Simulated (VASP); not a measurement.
# Sn4SeS3 (I4/mmm) in VASP: single point with PBE

Aim: the single point of Sn4SeS3 with PBE.

All numbers are computed with VASP 6.6.1; they aren't measurements. Logs are shortened: lines on timing, memory, paths and dates and some standing lists are left out, and cuts for length are marked.

## (1) The cell of the first run

It takes space group I4/mmm (No. 139, tetragonal). Conventional cell: a = 5.957 Å, b = 5.957 Å, c = 11.914 Å, α = 90.00°, β = 90.00°, γ = 90.00°. Within 3.9 Å of Sn (site symmetry 4mm) lie 5 S at 2.98 Å and 1 Se at 2.98 Å. Within 3.9 Å of Sn (site symmetry mmm) lie 2 Se at 2.98 Å and 4 S at 2.98 Å. Se (site symmetry 4/mmm) has 6 Sn at 2.98 Å within 3.9 Å. Within 3.9 Å of S (site symmetry 4/mmm) lie 6 Sn at 2.98 Å. Within 3.9 Å of S (site symmetry -4m2) lie 6 Sn at 2.98 Å.

## (2) Single point, PBE

INCAR

```
SYSTEM = Sn4SeS3
PREC = Accurate
ENCUT = 520
EDIFF = 1E-7
ISMEAR = 0
SIGMA = 0.1
LREAL = .FALSE.
LASPH = .TRUE.
NELM = 80
ALGO = Normal
ISIF = 2
LWAVE = .FALSE.
LCHARG = .FALSE.
GGA = PE
NBANDS = 50
```

KPOINTS

```
Automatic mesh
0
G
  4 4 4
  0 0 0
```

POSCAR

```
Sn4SeS3
1.0
   -2.9783976900      2.9783976900      5.9567953900
    2.9783976900     -2.9783976900      5.9567953900
    2.9783976900      2.9783976900     -5.9567953900
Sn Se S
4 1 3
Direct
    0.2500000000      0.2500000000      0.0000000000
    0.0000000000      0.5000000000      0.5000000000
    0.7500000000      0.7500000000      0.0000000000
    0.5000000000      0.0000000000      0.5000000000
    0.5000000000      0.5000000000      0.0000000000
    0.0000000000      0.0000000000      0.0000000000
    0.7500000000      0.2500000000      0.5000000000
    0.2500000000      0.7500000000      0.5000000000
```

Potentials or basis: VASP PAW PBE potentials, release 64 (Sn_d, Se, S).

Launch:

```console
$ cat potpaw_PBE.64/Sn_d/POTCAR potpaw_PBE.64/Se/POTCAR potpaw_PBE.64/S/POTCAR > POTCAR
$ mpirun -np 1 vasp_std > vasp.out
```

OUTCAR:

```text
SYSTEM = Sn4SeS3
   PREC = Accurate
   ENCUT = 520
   EDIFF = 1E-7
   ISMEAR = 0
   LREAL = .FALSE.
   LASPH = .TRUE.
   NELM = 80
   ISIF = 2
   GGA = PE

 ion  position               nearest neighbor table
   1  0.250  0.250  0.000-   7 2.98   8 2.98   8 2.98   7 2.98   5 2.98   6 2.98
   2  0.000  0.500  0.500-   5 2.98   6 2.98   6 2.98   5 2.98   7 2.98   8 2.98
   3  0.750  0.750  0.000-   7 2.98   8 2.98   7 2.98   8 2.98   5 2.98   6 2.98
   4  0.500  0.000  0.500-   5 2.98   6 2.98   5 2.98   6 2.98   7 2.98   8 2.98
   5  0.500  0.500  0.000-   2 2.98   4 2.98   4 2.98   2 2.98   3 2.98   1 2.98
   6  0.000  0.000  0.000-   2 2.98   4 2.98   2 2.98   4 2.98   3 2.98   1 2.98
   7  0.750  0.250  0.500-   1 2.98   3 2.98   3 2.98   1 2.98   2 2.98   4 2.98
   8  0.250  0.750  0.500-   1 2.98   3 2.98   1 2.98   3 2.98   2 2.98   4 2.98

  LATTYP: Found a body centered tetragonal cell.
 ALAT       =     5.9567953800
 C/A-ratio  =     2.0000000034

  Lattice vectors:

 A1 = (  -2.9783976900,   2.9783976900,   5.9567953900)
 A2 = (   2.9783976900,  -2.9783976900,   5.9567953900)
 A3 = (   2.9783976900,   2.9783976900,  -5.9567953900)

Analysis of symmetry for initial positions (statically):
=====================================================================
 Subroutine PRICEL returns:
 Original cell was already a primitive cell.

 Routine SETGRP: Setting up the symmetry group for a
 body centered tetragonal supercell.

 Subroutine GETGRP returns: Found 16 space group operations
 (whereof 16 operations were pure point group operations)
 out of a pool of 16 trial point group operations.

The static configuration has the point symmetry D_4h.

Analysis of symmetry for dynamics (positions and initial velocities):
=====================================================================
 Subroutine PRICEL returns:
 Original cell was already a primitive cell.

 Routine SETGRP: Setting up the symmetry group for a
 body centered tetragonal supercell.

 Subroutine GETGRP returns: Found 16 space group operations
 (whereof 16 operations were pure point group operations)
 out of a pool of 16 trial point group operations.

The dynamic configuration has the point symmetry D_4h.

 Subroutine INISYM returns: Found 16 space group operations
 (whereof 16 operations are pure point group operations),
 and found     1 'primitive' translations

----------------------------------------------------------------------------------------
[... 98 lines left out ...]
   NFREE  =      0    steps in history (QN), initial steepest desc. (CG)
   ISIF   =      2    stress and relaxation
   ISYM   =      2    0-nonsym 1-usesym 2-fastsym
   POTIM  = 0.5000    time-step for ionic-motion
   TEBEG  =    0.0;   TEEND  =   0.0 temperature during run
   PSTRESS=    0.0 pullay stress
   NELECT =      80.0000    total number of electrons
   NUPDOWN=      -1.0000    fix difference up-down
   EMIN   =  10.00;   EMAX   =-10.00  energy-range for DOS
   EFERMI =   0.00;   METHOD = LEGACY
   ISMEAR =     0;   SIGMA  =   0.10  broadening in eV -4-tet -1-fermi 0-gaus
   EFERMI_NEDOS =   21; number of points for ismear=-14 and -15
   IALGO  =     38    algorithm
   IMIX   =      4    mixing-type and parameters
     AMIX     =   0.40;   BMIX     =  1.00
     AMIX_MAG =   1.60;   BMIX_MAG =  1.00
  volume/ion in A,a.u.               =      26.42       178.30
  Fermi-wavevector in a.u.,A,eV,Ry     =   1.184201  2.237816 19.079890  1.402332
  Thomas-Fermi vector in A             =   2.320420
   LORBIT       =      0    0 simple, 1 ext, 2 COOP (PROOUT), +10 PAW based schemes
   GGA     = PE    functional components
   LHFCALC =     F    Hartree Fock is set to
   AEXX    =    0.0000 exact exchange contribution
   IVDW    =     0    specifies the selected vdW correction
   LEPSILON=     F    determine dielectric tensor
   LRPA    =     F    only Hartree local field effects (RPA)
 non-spin polarized calculation
 Gauss-broadening in eV      SIGMA  =   0.10
  energy-cutoff  :      520.00
  volume of cell :      211.37
 maximum number of plane-waves:      5720
   NGX = 27   NGY = 27   NGZ = 27

 number of electron      80.0000008 magnetization

 Free energy of the ion-electron system (eV)
  ---------------------------------------------------
  ext. energy  EPLUGINS =         0.00000000
  ---------------------------------------------------
  free energy    TOTEN  =       -34.39942886 eV

  energy without entropy =      -34.39914190  energy(sigma->0) =      -34.39928538

 E-fermi :   5.9821     XC(G=0):  -9.5277

 val. band max:        5.8208317433   @ k =   0.5000   0.5000  -0.0000
 cond. band min:       6.1429390469   @ k =   0.5000   0.5000  -0.0000
 fundamental gap:      0.3221073036
 Fermi energy:         5.9821285861

 k-point     1 :       0.0000    0.0000    0.0000
  band No.  band energies     occupation
      1     -15.9310      2.00000
      2     -15.9206      2.00000
      3     -15.9205      2.00000
      4     -15.9196      2.00000
      5     -15.9110      2.00000
      6     -15.9093      2.00000
[... 678 lines left out ...]
     49      10.1466      0.00000
     50      10.1466      0.00000

------------------------ aborting loop because EDIFF is reached ----------------------------------------

  FORCE on cell =-STRESS in cart. coord.  units (eV):
  Direction    XX          YY          ZZ          XY          YZ          ZX
  --------------------------------------------------------------------------------------
  -------------------------------------------------------------------------------------
  Total       -1.6298616     -1.6298616     -2.4701819      0.0000000      0.0000000      0.0000000
  in kB      -12.3544457    -12.3544457    -18.7241223      0.0000000      0.0000000      0.0000000
  external PRESSURE =     -14.4776712 kB  Pullay stress =       0.0000000 kB

 VOLUME and BASIS-vectors are now :
 -----------------------------------------------------------------------------
  energy-cutoff  :      520.00
  volume of cell :      211.37
      direct lattice vectors                 reciprocal lattice vectors
    -2.978397690  2.978397690  5.956795390     0.000000000  0.167875500  0.083937750
     2.978397690 -2.978397690  5.956795390     0.167875500  0.000000000  0.083937750
     2.978397690  2.978397690 -5.956795390     0.167875500  0.167875500  0.000000000

 POSITION                                       TOTAL-FORCE (eV/Angst)
 -----------------------------------------------------------------------------------
      0.00000      0.00000      2.97840         0.000000      0.000000     -0.262718
      2.97840      0.00000      0.00000         0.000000      0.000000     -0.000000
      0.00000      0.00000      8.93519        -0.000000     -0.000000      0.262718
      0.00000      2.97840      0.00000         0.000000      0.000000     -0.000000
      0.00000      0.00000      5.95680         0.000000      0.000000     -0.000000
      0.00000      0.00000      0.00000         0.000000      0.000000     -0.000000
     -0.00000      2.97840      2.97840         0.000000      0.000000     -0.000000
      2.97840     -0.00000      2.97840         0.000000      0.000000     -0.000000
 -----------------------------------------------------------------------------------
    total drift:                                0.000000     -0.000000      0.000000

  FREE ENERGIE OF THE ION-ELECTRON SYSTEM (eV)
  ---------------------------------------------------
  free  energy   TOTEN  =       -34.3994288616 eV

  energy  without entropy=      -34.3991419007  energy(sigma->0) =      -34.39928538
```

stdout:

```text
POSCAR found type information on POSCAR SnSeS
 POSCAR found :  3 types and       8 ions
 scaLAPACK will be used
 LDA part: xc-table for (Slater+PW92), standard interpolation
 POSCAR, INCAR and KPOINTS ok, starting setup
 FFT: planning ... GRIDC
 FFT: planning ... GRID_SOFT
 FFT: planning ... GRID
 WAVECAR not read
 entering main loop
```

Run time: 5.6 min. Hardware: 1 thread of AMD EPYC 7R43 (Zen 3), shared host; peak memory 0.42 GiB.

What came out:

| Quantity | Value |
| --- | --- |
| Free energy | -34.3994 eV |
| Pressure | -1.4 GPa |
| Largest force | 0.263 eV/Å |
| Band gap on the k mesh | 0.32 eV, direct |

Forces in eV/Å, atoms in the order of the input:
```
Sn   0.000  0.000 -0.263
Sn   0.000  0.000  0.000
Sn   0.000  0.000  0.263
Sn   0.000  0.000  0.000
Se   0.000  0.000  0.000
S    0.000  0.000  0.000
S    0.000  0.000  0.000
S    0.000  0.000  0.000
```

Stress tensor (GPa, compression positive):
```
-1.24  0.00  0.00
 0.00 -1.24  0.00
 0.00  0.00 -1.87
```

Caveat: spin-orbit coupling is left out, which moves the levels of the heavy elements.
